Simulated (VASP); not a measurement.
Wanted: the native input for a VASP 6.6.1 run.

| Property | Result |
| --- | --- |
| Task | single point |
| Functional | PBE |
| Potentials or basis | VASP PAW PBE potentials, release 64 (Mo_sv, Ge_d) |
| Cutoff | 500 eV |
| k mesh | 15 × 15 × 14 |
| Occupations | fermi-dirac, width 0.1 eV |
| Spin | no spin polarisation |
| Dipole correction | no |
| Further INCAR settings | ALGO = Normal; EDIFF = 1e-06; NBANDS = 21 |

The structure of GeMo (WC type) lies in POSCAR:

```
GeMo
1.0
    2.4482623935      0.0000000000      0.0000000000
   -1.2241311968      2.1202574279      0.0000000000
    0.0000000000      0.0000000000      3.5761647115
Mo Ge
1 1
Direct
    0.0000000000      0.0000000000      0.0000000000
    0.3333333333      0.6666666667      0.5000000000
```

The input as run:

INCAR

```
ALGO     = Normal         # electronic algorithm
EDIFF    = 1E-6           # SCF threshold, eV
ENCUT    = 500            # plane-wave cutoff, eV
GGA      = PE             # functional
GGA_COMPAT= F            
ISIF     = 2              # what is computed and relaxed
ISMEAR   = -1             # smearing method
LASPH    = T              # aspherical terms in the spheres
LCHARG   = F              # write CHGCAR
LREAL    = F              # projectors in reciprocal space
LWAVE    = F              # write WAVECAR
NBANDS   = 21             # bands
NELM     = 120            # most SCF steps
PREC     = Accurate       # precision mode
SIGMA    = 0.1            # smearing width, eV
```

KPOINTS

```
k-points
0
Gamma
  15 15 14
```

Potentials or basis: VASP PAW PBE potentials, release 64 (Mo_sv, Ge_d).

Launch:

```console
$ cat potpaw_PBE.64/Mo_sv/POTCAR potpaw_PBE.64/Ge_d/POTCAR > POTCAR
$ mpirun -np 1 vasp_std > vasp.out
```

Results of the run:

```
Pressure               : 303.7 GPa
Band gap on the k mesh : zero (bands 14 and 15 overlap by 3.31 eV)
```

Caveat: the cell stands under pressure.

Wall time 120 s on 1 thread of Intel Xeon 8259CL, with other jobs on the host, peak memory 0.2 GiB.
